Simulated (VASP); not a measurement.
# Al (Fm-3m) in VASP: further runs

Runs on Al. Level: PBE. Tasks: single point.

Everything below comes from runs of VASP 6.6.1. Logs are shortened: lines on timing, memory, paths and dates and some standing lists are left out, and cuts for length are marked.

### Step 1. The cell of the first run

Symmetry: Fm-3m, No. 225, cubic system. Conventional cell: a = 4.050 Å, b = 4.050 Å, c = 4.050 Å, α = 90.00°, β = 90.00°, γ = 90.00°. Within 3.8 Å of Al (site symmetry m-3m) lie 12 Al at 2.86 Å.

### Step 2. Single point, PBE

INCAR

```
SYSTEM = Al
PREC = Accurate
ENCUT = 520
EDIFF = 1E-7
ISMEAR = 0
SIGMA = 0.05
LREAL = .False.
LASPH = .True.
NELM = 80
ALGO = Fast
ISIF = 2
LWAVE = .False.
LCHARG = .False.
GGA = PE
NBANDS = 8
```

KPOINTS

```
regular mesh
0
Gamma
  8 8 8
  0 0 0
```

POSCAR

```
Al
1.0
    0.0000000000      2.0250000000      2.0250000000
    2.0250000000      0.0000000000      2.0250000000
    2.0250000000      2.0250000000      0.0000000000
Al
1
Direct
    0.0000000000      0.0000000000      0.0000000000
```

Potentials or basis: VASP PAW PBE potentials, release 64 (Al).

On the command line:

```
$ cat potpaw_PBE.64/Al/POTCAR > POTCAR
$ mpirun -np 1 vasp_std > vasp.out
```

OUTCAR:

```text
SYSTEM = Al
   PREC = Accurate
   ENCUT = 520
   EDIFF = 1E-7
   ISMEAR = 0
   LREAL = .False.
   LASPH = .True.
   NELM = 80
   ISIF = 2
   GGA = PE

 ion  position               nearest neighbor table
   1  0.000  0.000  0.000-

  LATTYP: Found a face centered cubic cell.
 ALAT       =     4.0500000000

  Lattice vectors:

 A1 = (   0.0000000000,   2.0250000000,   2.0250000000)
 A2 = (   2.0250000000,   0.0000000000,   2.0250000000)
 A3 = (   2.0250000000,   2.0250000000,   0.0000000000)

Analysis of symmetry for initial positions (statically):
=====================================================================
 Subroutine PRICEL returns:
 Original cell was already a primitive cell.

 Routine SETGRP: Setting up the symmetry group for a
 face centered cubic supercell.

 Subroutine GETGRP returns: Found 48 space group operations
 (whereof 48 operations were pure point group operations)
 out of a pool of 48 trial point group operations.

The static configuration has the point symmetry O_h .

Analysis of symmetry for dynamics (positions and initial velocities):
=====================================================================
 Subroutine PRICEL returns:
 Original cell was already a primitive cell.

 Routine SETGRP: Setting up the symmetry group for a
 face centered cubic supercell.

 Subroutine GETGRP returns: Found 48 space group operations
 (whereof 48 operations were pure point group operations)
 out of a pool of 48 trial point group operations.

The dynamic configuration has the point symmetry O_h .

 Subroutine INISYM returns: Found 48 space group operations
 (whereof 48 operations are pure point group operations),
 and found     1 'primitive' translations

----------------------------------------------------------------------------------------

                                     Primitive cell

  volume of cell :      16.6075

  direct lattice vectors                    reciprocal lattice vectors
     0.000000000  2.025000000  2.025000000    -0.246913580  0.246913580  0.246913580
     2.025000000  0.000000000  2.025000000     0.246913580 -0.246913580  0.246913580
     2.025000000  2.025000000  0.000000000     0.246913580  0.246913580 -0.246913580

  length of vectors
     2.863782464  2.863782464  2.863782464     0.427666866  0.427666866  0.427666866

  position of ions in fractional coordinates (direct lattice)
     0.000000000  0.000000000  0.000000000

  ion indices of the primitive-cell ions
   primitive index   ion index
                 1           1

----------------------------------------------------------------------------------------

 KPOINTS: regular mesh

Automatic generation of k-mesh.
 Grid dimensions read from file:
 generate k-points for:    8    8    8

 Generating k-lattice:

  Cartesian coordinates                     Fractional coordinates (reciprocal lattice)
    -0.030864198  0.030864198  0.030864198     0.125000000  0.000000000  0.000000000
     0.030864198 -0.030864198  0.030864198     0.000000000  0.125000000  0.000000000
     0.030864198  0.030864198 -0.030864198     0.000000000  0.000000000  0.125000000

  Length of vectors
     0.053458358  0.053458358  0.053458358

  Shift w.r.t. Gamma in fractional coordinates (k-lattice)
     0.000000000  0.000000000  0.000000000

 Subroutine IBZKPT returns following result:
 ===========================================

 Found     29 irreducible k-points:

 Following reciprocal coordinates:
            Coordinates               Weight
  0.000000  0.000000  0.000000      1.000000
  0.125000  0.000000  0.000000      8.000000
  0.250000  0.000000  0.000000      8.000000
  0.375000  0.000000  0.000000      8.000000
  0.500000  0.000000  0.000000      4.000000
  0.125000  0.125000  0.000000      6.000000
[... 16 lines left out ...]
  0.500000  0.250000  0.125000     48.000000
 -0.375000  0.250000  0.125000     24.000000
 [... further k-points ...]
   k-points           NKPTS =     29   k-points in BZ     NKDIM =     29   number of bands    NBANDS=      8
   number of dos      NEDOS =    301   number of ions     NIONS =      1
   total plane-waves  NPLWV =  13824
   dimension x,y,z NGX =    24 NGY =   24 NGZ =   24
   dimension x,y,z NGXF=    48 NGYF=   48 NGZF=   48
   ions per type =               1
   NGX,Y,Z   is equivalent  to a cutoff of  13.93, 13.93, 13.93 a.u.
   NGXF,Y,Z  is equivalent  to a cutoff of  27.86, 27.86, 27.86 a.u.
 SYSTEM =  Al
   PREC   = accura    normal or accurate (medium, high low for compatibility)
   ISTART =      0    job   : 0-new  1-cont  2-samecut
   ICHARG =      2    charge: 1-file 2-atom 10-const
   ISPIN  =      1    spin polarized calculation?
   LNONCOLLINEAR =      F non collinear calculations
   LSORBIT =      F    spin-orbit coupling
   LASPH  =      T    aspherical Exc in radial PAW
   ENCUT  =  520.0 eV  38.22 Ry    6.18 a.u.   5.32  5.32  5.32*2*pi/ulx,y,z
   NELM   =     80;   NELMIN=  2; NELMDL= -5     # of ELM steps
   EDIFF  = 0.1E-06   stopping-criterion for ELM
   LREAL  =      F    real-space projection
   EDIFFG = 0.1E-05   stopping-criterion for IOM
   NSW    =      0    number of steps for IOM
   IBRION =     -1    ionic relax: 0-MD 1-quasi-New 2-CG
   NFREE  =      0    steps in history (QN), initial steepest desc. (CG)
   ISIF   =      2    stress and relaxation
   ISYM   =      2    0-nonsym 1-usesym 2-fastsym
   POTIM  = 0.5000    time-step for ionic-motion
   TEBEG  =    0.0;   TEEND  =   0.0 temperature during run
   PSTRESS=    0.0 pullay stress
   NELECT =       3.0000    total number of electrons
   NUPDOWN=      -1.0000    fix difference up-down
   EMIN   =  10.00;   EMAX   =-10.00  energy-range for DOS
   EFERMI =   0.00;   METHOD = LEGACY
   ISMEAR =     0;   SIGMA  =   0.05  broadening in eV -4-tet -1-fermi 0-gaus
   EFERMI_NEDOS =   21; number of points for ismear=-14 and -15
   IALGO  =     68    algorithm
   IMIX   =      4    mixing-type and parameters
     AMIX     =   0.40;   BMIX     =  1.00
     AMIX_MAG =   1.60;   BMIX_MAG =  1.00
  volume/ion in A,a.u.               =      16.61       112.07
  Fermi-wavevector in a.u.,A,eV,Ry     =   0.925437  1.748822 11.652489  0.856434
  Thomas-Fermi vector in A             =   2.051291
   LORBIT       =      0    0 simple, 1 ext, 2 COOP (PROOUT), +10 PAW based schemes
   GGA     = PE    functional components
   LHFCALC =     F    Hartree Fock is set to
   AEXX    =    0.0000 exact exchange contribution
   IVDW    =     0    specifies the selected vdW correction
   LEPSILON=     F    determine dielectric tensor
   LRPA    =     F    only Hartree local field effects (RPA)
 non-spin polarized calculation
 RMM-DIIS sequential band-by-band and
 Gauss-broadening in eV      SIGMA  =   0.05
  energy-cutoff  :      520.00
  volume of cell :       16.61
 maximum number of plane-waves:       459
 NGX is ok and might be reduce to    24
   NGX = 11   NGY = 11   NGZ = 11

 number of electron       3.0000000 magnetization

 Free energy of the ion-electron system (eV)
  ---------------------------------------------------
  ext. energy  EPLUGINS =         0.00000000
  ---------------------------------------------------
  free energy    TOTEN  =        -3.73988514 eV

  energy without entropy =       -3.73835449  energy(sigma->0) =       -3.73911982

 E-fermi :   8.0319     XC(G=0): -10.1720

 val. band max:        7.6151600588   @ k =  -0.2500   0.3750   0.1250
 cond. band min:       8.0693379781   @ k =   0.5000   0.2500   0.1250
 fundamental gap:      0.4541779192
 Fermi energy:         8.0318523988

 k-point     1 :       0.0000    0.0000    0.0000
  band No.  band energies     occupation
      1      -3.1558      2.00000
      2      20.5174      0.00000
      3      20.5174      0.00000
      4      20.5174      0.00000
      5      21.9607      0.00000
      6      21.9607      0.00000
      7      21.9607      0.00000
      8      24.3541      0.00000

 k-point     2 :       0.1250    0.0000    0.0000
  band No.  band energies     occupation
      1      -2.7334      2.00000
      2      16.2186      0.00000
      3      19.5624      0.00000
      4      19.5624      0.00000
      5      22.5848      0.00000
      6      23.5087      0.00000
      7      23.5087      0.00000
      8      25.5387      0.00000

 k-point     3 :       0.2500    0.0000    0.0000
  band No.  band energies     occupation
      1      -1.4734      2.00000
      2      11.3601      0.00000
      3      18.7949      0.00000
      4      18.7949      0.00000
      5      22.2285      0.00000
      6      22.6296      0.00000
      7      22.6296      0.00000
      8      26.6188      0.00000

 k-point     4 :       0.3750    0.0000    0.0000
  band No.  band energies     occupation
      1       0.6025      2.00000
      2       7.0702      2.00000
      3      18.7028      0.00000
      4      18.7028      0.00000
      5      20.6464      0.00000
      6      20.6464      0.00000
      7      22.3015      0.00000
      8      24.5615      0.00000

 k-point     5 :       0.5000    0.0000    0.0000
  band No.  band energies     occupation
      1       3.3663      2.00000
      2       3.5635      2.00000
      3      19.2758      0.00000
      4      19.2758      0.00000
      5      19.3641      0.00000
      6      19.3641      0.00000
      7      23.0174      0.00000
      8      23.1324      0.00000

 k-point     6 :       0.1250    0.1250    0.0000
  band No.  band energies     occupation
      1      -2.5928      2.00000
      2      17.8046      0.00000
      3      17.8046      0.00000
      4      18.0648      0.00000
      5      20.8102      0.00000
      6      22.5193      0.00000
      7      25.4738      0.00000
      8      25.4738      0.00000

 k-point     7 :       0.2500    0.1250    0.0000
  band No.  band energies     occupation
      1      -1.6128      2.00000
      2      13.2162      0.00000
      3      16.7413      0.00000
      4      18.2593      0.00000
      5      19.4900      0.00000
      6      22.0153      0.00000
      7      25.9119      0.00000
      8      26.0685      0.00000

 k-point     8 :       0.3750    0.1250    0.0000
  band No.  band energies     occupation
      1       0.1894      2.00000
      2       8.7645      0.00000
      3      16.3936      0.00000
      4      17.1194      0.00000
      5      18.0955      0.00000
      6      24.1126      0.00000
      7      24.9086      0.00000
      8      26.1552      0.00000

 k-point     9 :       0.5000    0.1250    0.0000
  band No.  band energies     occupation
      1       2.7813      2.00000
      2       4.9455      2.00000
      3      15.4959      0.00000
      4      16.7653      0.00000
      5      18.5329      0.00000
      6      22.6004      0.00000
      7      25.3651      0.00000
      8      26.5557      0.00000

 k-point    10 :      -0.3750    0.1250    0.0000
  band No.  band energies     occupation
      1       1.8333      2.00000
      2       6.1366      2.00000
      3      14.6165      0.00000
      4      17.8573      0.00000
      5      19.7140      0.00000
      6      21.7585      0.00000
      7      24.5598      0.00000
      8      27.5002      0.00000
[... 78 lines left out ...]
 k-point    18 :       0.3750    0.3750    0.0000
  band No.  band energies     occupation
      1       1.8265      2.00000
      2      10.5099      0.00000
      3      13.7467      0.00000
      4      13.9778      0.00000
      5      13.9778      0.00000
      6      17.4508      0.00000
      7      31.6121      0.00000
      8      33.1419      0.00000

 k-point    19 :       0.5000    0.3750    0.0000
  band No.  band energies     occupation
      1       3.8222      2.00000
      2       8.3044      0.00000
      3      10.1366      0.00000
      4      13.8597      0.00000
      5      15.2258      0.00000
      6      19.3588      0.00000
      7      30.8667      0.00000
      8      32.9330      0.00000

 k-point    20 :      -0.3750    0.3750    0.0000
  band No.  band energies     occupation
      1       6.0604      2.00000
      2       6.5844      2.00000
      3       7.5249      2.00000
      4      14.4651      0.00000
      5      16.1051      0.00000
      6      23.5493      0.00000
      7      29.6416      0.00000
      8      30.0311      0.00000

 k-point    21 :       0.5000    0.5000    0.0000
  band No.  band energies     occupation
      1       5.0262      2.00000
      2       6.3336      2.00000
      3      13.1910      0.00000
      4      13.4983      0.00000
      5      13.4983      0.00000
      6      16.9413      0.00000
      7      33.2422      0.00000
      8      34.7468      0.00000

 k-point    22 :       0.3750    0.2500    0.1250
  band No.  band energies     occupation
      1      -0.3628      2.00000
      2      11.7726      0.00000
      3      13.1645      0.00000
      4      16.6771      0.00000
      5      20.0333      0.00000
      6      21.7904      0.00000
      7      24.8154      0.00000
      8      28.1418      0.00000

 k-point    23 :       0.5000    0.2500    0.1250
  band No.  band energies     occupation
      1       1.6958      2.00000
      2       8.0693      0.28903
      3      12.4923      0.00000
      4      14.5453      0.00000
      5      20.6537      0.00000
      6      22.7369      0.00000
      7      24.8636      0.00000
      8      28.8194      0.00000

 k-point    24 :      -0.3750    0.2500    0.1250
  band No.  band energies     occupation
      1       4.4087      2.00000
      2       4.6525      2.00000
      3      12.8922      0.00000
      4      13.3498      0.00000
      5      21.1747      0.00000
      6      21.6109      0.00000
      7      28.1547      0.00000
      8      28.4629      0.00000

 [... further k-points ...]
[... 5 lines left out ...]
  --------------------------------------------------------------------------------------
  -------------------------------------------------------------------------------------
  Total       -0.0489286     -0.0489286     -0.0489286      0.0000000     -0.0000000      0.0000000
  in kB       -4.7202895     -4.7202895     -4.7202895      0.0000000     -0.0000000      0.0000000
  external PRESSURE =      -4.7202895 kB  Pullay stress =       0.0000000 kB

 VOLUME and BASIS-vectors are now :
 -----------------------------------------------------------------------------
  energy-cutoff  :      520.00
  volume of cell :       16.61
      direct lattice vectors                 reciprocal lattice vectors
     0.000000000  2.025000000  2.025000000    -0.246913580  0.246913580  0.246913580
     2.025000000  0.000000000  2.025000000     0.246913580 -0.246913580  0.246913580
     2.025000000  2.025000000  0.000000000     0.246913580  0.246913580 -0.246913580

 POSITION                                       TOTAL-FORCE (eV/Angst)
 -----------------------------------------------------------------------------------
      0.00000      0.00000      0.00000         0.000000      0.000000      0.000000
 -----------------------------------------------------------------------------------
    total drift:                               -0.000000      0.000000      0.000000

  FREE ENERGIE OF THE ION-ELECTRON SYSTEM (eV)
  ---------------------------------------------------
  free  energy   TOTEN  =        -3.7398851444 eV

  energy  without entropy=       -3.7383544873  energy(sigma->0) =       -3.73911982
```

It took 3.4 s on 1 thread of Intel Xeon Platinum 8488C (Sapphire Rapids), shared host; peak memory 0.12 GiB.

Results:

| Quantity | Value |
| --- | --- |
| Free energy | -3.7399 eV |
| Pressure | -0.5 GPa |

### Step 3. Single point, PBE, non-collinear spin, zero start, spin-orbit coupling

This run uses another cell than the first one, of 16.51 Å³/atom, 0.994 times its volume.

INCAR

```
SYSTEM = Al
PREC     = Accurate       ! precision mode
ENCUT    = 520            ! plane-wave cutoff, eV
EDIFF    = 1E-6           ! SCF threshold, eV
ISMEAR   = 0              ! smearing method
SIGMA    = 0.05           ! smearing width, eV
LREAL    = .False.        ! projectors in reciprocal space
LASPH    = .True.         ! aspherical terms in the spheres
NELM     = 150            ! most SCF steps
ALGO     = Fast           ! electronic algorithm
ISIF     = 2              ! what is computed and relaxed
LWAVE    = .False.        ! write WAVECAR
LCHARG   = .True.         ! write CHGCAR
MAGMOM   = 0 0 0          ! initial moments
LORBIT   = 11             ! projections on sites
LSORBIT  = .True.         ! spin-orbit coupling
GGA_COMPAT= .False.      
LORBMOM  = .True.       
GGA      = PE             ! functional
LVHAR    = .True.       
NBANDS   = 14             ! bands
```

KPOINTS

```
regular mesh
0
Gamma
  18 18 18
  0 0 0
```

POSCAR

```
Al
1.0
    0.0000000000      2.0209177581      2.0209177581
    2.0209177581      0.0000000000      2.0209177581
    2.0209177581      2.0209177581      0.0000000000
Al
1
Direct
    0.0000000000      0.0000000000      0.0000000000
```

Potentials or basis: VASP PAW PBE potentials, release 64 (Al).

On the command line:

```
$ cat potpaw_PBE.64/Al/POTCAR > POTCAR
$ mpirun -np 1 vasp_ncl > vasp.out
```

Wall time 62 s (1 thread of Intel Xeon Platinum 8488C (Sapphire Rapids), shared host); peak memory 0.22 GiB.

It converged, with:

```
Free energy                                           : -3.7433 eV
Pressure                                              : 0.0 GPa
Net moment                                            : 0.00 μB per cell
Valence electrons inside the program's atomic spheres : Al 0.77
```

Moments on the atoms (μB; x, y, z):
```
Al  0.00 0.00 0.00
```
